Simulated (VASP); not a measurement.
# RbBr (Pm-3m) in VASP: further runs

Runs on RbBr. Level: LDA. Tasks: vibrations by perturbation theory, elastic constants.

Everything below comes from runs of VASP 6.6.1. Logs are shortened: lines on timing, memory, paths and dates and some standing lists are left out, and cuts for length are marked.

**1. The cell of the first run**

Symmetry: Pm-3m, No. 221, cubic system. Conventional cell: a = 3.802 Å, b = 3.802 Å, c = 3.802 Å, α = 90.00°, β = 90.00°, γ = 90.00°. Within 4.3 Å of Rb (site symmetry m-3m) lie 8 Br at 3.29 Å and 6 Rb at 3.80 Å. Br (site symmetry m-3m) has 8 Rb at 3.29 Å and 6 Br at 3.80 Å within 4.3 Å.

**2. Vibrations by perturbation theory, LDA**

The input, INCAR:

```
ALGO = Normal
EDIFF = 1E-8
ENCUT = 520
GGA = CA
IBRION = 8
ISIF = 2
ISMEAR = 0
LASPH = T
LCHARG = T
LEPSILON = T
LREAL = F
LWAVE = F
NELM = 100
NSW = 1
PREC = Accurate
SIGMA = 0.01
```

The input, KPOINTS:

```
k-points
0
Gamma
  6 6 6
```

The input, POSCAR:

```
RbBr
1.0
    3.8016892018      0.0000000000      0.0000000000
    0.0000000000      3.8016892018      0.0000000000
    0.0000000000      0.0000000000      3.8016892018
Rb Br
1 1
Direct
    0.0000000000      0.0000000000      0.0000000000
    0.5000000000      0.5000000000      0.5000000000
```

Potentials or basis: VASP PAW LDA potentials, release 64 (Rb_sv, Br).

Started as:

```
$ cat potpaw_LDA.64/Rb_sv/POTCAR potpaw_LDA.64/Br/POTCAR > POTCAR
$ mpirun -np 1 vasp_std > vasp.out
```

OUTCAR:

```text
EDIFF = 1E-8
   ENCUT = 520
   GGA = CA
   IBRION = 8
   ISIF = 2
   ISMEAR = 0
   LASPH = T
   LEPSILON = T
   LREAL = F
   NELM = 100
   NSW = 1
   PREC = Accurate

 ion  position               nearest neighbor table
   1  0.000  0.000  0.000-   2 3.29   2 3.29   2 3.29   2 3.29   2 3.29   2 3.29   2 3.29   2 3.29

   2  0.500  0.500  0.500-   1 3.29   1 3.29   1 3.29   1 3.29   1 3.29   1 3.29   1 3.29   1 3.29

  LATTYP: Found a simple cubic cell.
 ALAT       =     3.8016892018

  Lattice vectors:

 A1 = (   3.8016892018,   0.0000000000,   0.0000000000)
 A2 = (   0.0000000000,   3.8016892018,   0.0000000000)
 A3 = (   0.0000000000,   0.0000000000,   3.8016892018)

Analysis of symmetry for initial positions (statically):
=====================================================================
 Subroutine PRICEL returns:
 Original cell was already a primitive cell.

 Routine SETGRP: Setting up the symmetry group for a
 simple cubic supercell.

 Subroutine GETGRP returns: Found 48 space group operations
 (whereof 48 operations were pure point group operations)
 out of a pool of 48 trial point group operations.

The static configuration has the point symmetry O_h .

Analysis of symmetry for dynamics (positions and initial velocities):
=====================================================================
 Subroutine PRICEL returns:
 Original cell was already a primitive cell.

 Routine SETGRP: Setting up the symmetry group for a
 simple cubic supercell.

 Subroutine GETGRP returns: Found 48 space group operations
 (whereof 48 operations were pure point group operations)
 out of a pool of 48 trial point group operations.

The dynamic configuration has the point symmetry O_h .

 Subroutine INISYM returns: Found 48 space group operations
 (whereof 48 operations are pure point group operations),
 and found     1 'primitive' translations

----------------------------------------------------------------------------------------

                                     Primitive cell

  volume of cell :      54.9452

  direct lattice vectors                    reciprocal lattice vectors
     3.801689202  0.000000000  0.000000000     0.263040966  0.000000000  0.000000000
     0.000000000  3.801689202  0.000000000     0.000000000  0.263040966  0.000000000
     0.000000000  0.000000000  3.801689202     0.000000000  0.000000000  0.263040966

  length of vectors
     3.801689202  3.801689202  3.801689202     0.263040966  0.263040966  0.263040966

  position of ions in fractional coordinates (direct lattice)
     0.000000000  0.000000000  0.000000000
     0.500000000  0.500000000  0.500000000

  ion indices of the primitive-cell ions
   primitive index   ion index
                 1           1
                 2           2

----------------------------------------------------------------------------------------

 KPOINTS: k-points

Automatic generation of k-mesh.
 Grid dimensions read from file:
 generate k-points for:    6    6    6

 Generating k-lattice:

  Cartesian coordinates                     Fractional coordinates (reciprocal lattice)
[... 441 lines left out ...]
 Free energy of the ion-electron system (eV)
  ---------------------------------------------------
  ---------------------------------------------------
  free energy    TOTEN  =        -0.40132528 eV

  energy without entropy =       -0.40132528

------------------------ aborting loop because EDIFF is reached ----------------------------------------

--------------------------------------- Ionic step        2  -------------------------------------------

------------------------ aborting loop because EDIFF is reached ----------------------------------------

--------------------------------------- Ionic step        3  -------------------------------------------

------------------------ aborting loop because EDIFF is reached ----------------------------------------

 PIEZOELECTRIC TENSOR FIELD DIRECTION 3  (e Angst)
 -----------------------------------------------------------------------------
    -0.00016  0.00000 -0.00000           (  0.00001  0.00000 -0.00000)
     0.00000 -0.00016  0.00000           (  0.00000  0.00001  0.00000)
     0.00000 -0.00000 -0.00201           ( -0.00000  0.00000  0.00002)

 PIEZOELECTRIC TENSOR FIELD DIRECTION 3  (C/m^2)
 -----------------------------------------------------------------------------
    -0.00005  0.00000 -0.00000
     0.00000 -0.00005  0.00000
     0.00000 -0.00000 -0.00059

--------------------------------------- Ionic step        4  -------------------------------------------

------------------------ aborting loop because EDIFF is reached ----------------------------------------

[... ionic steps 5 to 6 ...]

--------------------------------------- Ionic step        7  -------------------------------------------

 Free energy of the ion-electron system (eV)
  ---------------------------------------------------
  ---------------------------------------------------
  free energy    TOTEN  =        -0.14163680 eV

  energy without entropy =       -0.14163680

------------------------ aborting loop because EDIFF is reached ----------------------------------------

 INTERNAL STRAIN TENSOR  FOR ION    2  DIRECTION 1   (eV/Angst):
 -----------------------------------------------------------------------------
     0.01134 -0.00000  0.00000
     0.00000  0.00512 -0.00000
     0.00000 -0.00000  0.00512

 MACROSCOPIC STATIC DIELECTRIC TENSOR (including local field effects in DFT)
 ------------------------------------------------------
           3.430749     0.000000     0.000000
          -0.000000     3.430749     0.000000
           0.000000    -0.000000     3.430749
 ------------------------------------------------------

 PIEZOELECTRIC TENSOR (including local field effects)  for field in x, y, z        (e  Angst)
          XX          YY          ZZ          XY          YZ          ZX
  --------------------------------------------------------------------------------
  x     0.00000     0.00000     0.00000     0.00000     0.00000     0.00000
  y     0.00000     0.00000     0.00000     0.00000     0.00000     0.00000
  z     0.00000     0.00000     0.00000     0.00000     0.00000     0.00000

 PIEZOELECTRIC TENSOR (including local field effects)  for field in x, y, z        (C/m^2)
          XX          YY          ZZ          XY          YZ          ZX
  --------------------------------------------------------------------------------
  x     0.00000     0.00000     0.00000     0.00000     0.00000     0.00000
  y     0.00000     0.00000     0.00000     0.00000     0.00000     0.00000
  z     0.00000     0.00000     0.00000     0.00000     0.00000     0.00000

 BORN EFFECTIVE CHARGES (including local field effects) (in |e|, cummulative output)
 ---------------------------------------------------------------------------------
 ion    1
    1     1.22179    -0.00000     0.00000
    2    -0.00000     1.22179     0.00000
    3    -0.00000     0.00000     1.22179
 ion    2
    1    -1.22179     0.00000    -0.00000
    2     0.00000    -1.22179    -0.00000
    3     0.00000    -0.00000    -1.22179

 INTERNAL STRAIN TENSOR FOR ION    2 for displacements in x,y,z  (eV/Angst):
          X           Y           Z          XY          YZ          ZX
  --------------------------------------------------------------------------------
  x     0.00000     0.00000     0.00000     0.00000     0.00000     0.00000
  y     0.00000     0.00000     0.00000     0.00000     0.00000     0.00000
  z     0.00000     0.00000     0.00000     0.00000     0.00000     0.00000

 SECOND DERIVATIVES (NOT SYMMETRIZED)
 ------------------------------------
               1X          1Y          1Z          2X          2Y          2Z
  1X    -2.300178   -0.000000    0.000000    2.300178    0.000000   -0.000000
  1Y    -0.000000   -2.300178   -0.000000    0.000000    2.300178    0.000000
  1Z    -0.000000   -0.000000   -2.300178    0.000000    0.000000    2.300178
  2X     2.299554   -0.000000   -0.000000   -2.299554    0.000000    0.000000
  2Y    -0.000000    2.299554   -0.000000    0.000000   -2.299554    0.000000
  2Z     0.000000    0.000000    2.299554    0.000000   -0.000000   -2.299554

 Eigenvectors and eigenvalues of the dynamical matrix
 ----------------------------------------------------

   1 f  =    3.689317 THz    23.180662 2PiTHz  123.062365 cm-1    15.257782 meV
             X         Y         Z           dx          dy          dz
      0.000000  0.000000  0.000000    -0.695158    0.000000   -0.000000
      1.900845  1.900845  1.900845     0.718857   -0.000000   -0.000000
[... 21 lines left out ...]
   6 f/i=    0.000250 THz     0.001574 2PiTHz    0.008355 cm-1     0.001036 meV
             X         Y         Z           dx          dy          dz
      0.000000  0.000000  0.000000    -0.104907    0.321526    0.634327
      1.900845  1.900845  1.900845    -0.101449    0.310926    0.613415

--------------------------------------------------------------------------------------------------------

 MACROSCOPIC STATIC DIELECTRIC TENSOR IONIC CONTRIBUTION
 ------------------------------------------------------
           2.137606     0.000000     0.000000
           0.000000     2.137606    -0.000000
           0.000000    -0.000000     2.137606
 ------------------------------------------------------

 ELASTIC MODULI CONTR FROM IONIC RELAXATION (kBar)
 Direction    XX          YY          ZZ          XY          YZ          ZX
 --------------------------------------------------------------------------------
 XX           0.0000      0.0000      0.0000      0.0000      0.0000      0.0000
 YY           0.0000      0.0000      0.0000      0.0000      0.0000      0.0000
 ZZ           0.0000      0.0000      0.0000      0.0000      0.0000      0.0000
 XY           0.0000      0.0000      0.0000      0.0000      0.0000      0.0000
 YZ           0.0000      0.0000      0.0000      0.0000      0.0000      0.0000
 ZX           0.0000      0.0000      0.0000      0.0000      0.0000      0.0000
 --------------------------------------------------------------------------------

 PIEZOELECTRIC TENSOR IONIC CONTR  for field in x, y, z        (C/m^2)
          XX          YY          ZZ          XY          YZ          ZX
  --------------------------------------------------------------------------------
  x     0.00000     0.00000     0.00000     0.00000     0.00000     0.00000
  y     0.00000     0.00000     0.00000     0.00000     0.00000     0.00000
  z     0.00000     0.00000     0.00000     0.00000     0.00000     0.00000
```

It took 1.9 min on 1 thread of Intel Xeon 6975P-C (Granite Rapids), shared host; peak memory 0.2 GiB.

Results:

| Property | Result |
| --- | --- |
| Electronic dielectric tensor (diagonal) | 3.43 |
| Born charges (mean of the diagonal) | Rb +1.22; Br -1.22 e |
| Highest phonon frequency at Γ, LO-TO splitting left out | 123 cm⁻¹ |

Phonon frequencies in cm⁻¹ (negative: imaginary):
| q point | frequencies |
| --- | --- |
| (0.000, 0.000, 0.000) | 0 0 0 123 123 123 |

Electronic dielectric tensor:
```
3.43 0.00 0.00
0.00 3.43 0.00
0.00 0.00 3.43
```

Born effective charge tensors (e):
atom 1, Rb
```
1.22 0.00 0.00
0.00 1.22 0.00
0.00 0.00 1.22
```
atom 2, Br
```
-1.22  0.00  0.00
 0.00 -1.22  0.00
 0.00  0.00 -1.22
```

Caveat: the cell stands under pressure or tension, which shifts response properties.

(Part 1 of 2 ends here.)
